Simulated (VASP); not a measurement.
Crystal: N.

```
N
1.0
     4.08406    0.00000    0.00000
     0.00000    4.08406    0.00000
     0.00000    0.00000    5.34591
N
4
Direct
  0.40428 0.59572 0.50000
  0.09572 0.09572 0.00000
  0.59572 0.40428 0.50000
  0.90428 0.90428 0.00000
```

Base run:

* Program: VASP 6.6.1
* Functional: PBEsol
* Potentials or basis: VASP PAW PBE potentials, release 64 (N)
* Cutoff: 520 eV
* k mesh: 4 × 4 × 3
* Occupations: fermi-dirac, width 0.05 eV
* Spin: no spin polarisation

Its results: band gap on the k mesh 6.84 eV (least direct gap 7.03 eV); pressure 1.3 GPa; largest force 0.863 eV/Å.

Task: The run is repeated on the same cell with these changes: functional from PBEsol to HSE06. What comes out?

Result: Band gap on the k mesh 9.16 eV (least direct gap 9.37 eV); pressure -0.6 GPa; largest force 0.605 eV/Å.

Caveats: the standard files for N, O and F lose accuracy on very short bonds; this functional lacks dispersion, which holds the molecules together, so the pressure and a relaxed volume are unreliable; the PAW data sets were made with another functional, which shifts forces and pressure a little.

A k mesh can miss the band edges.
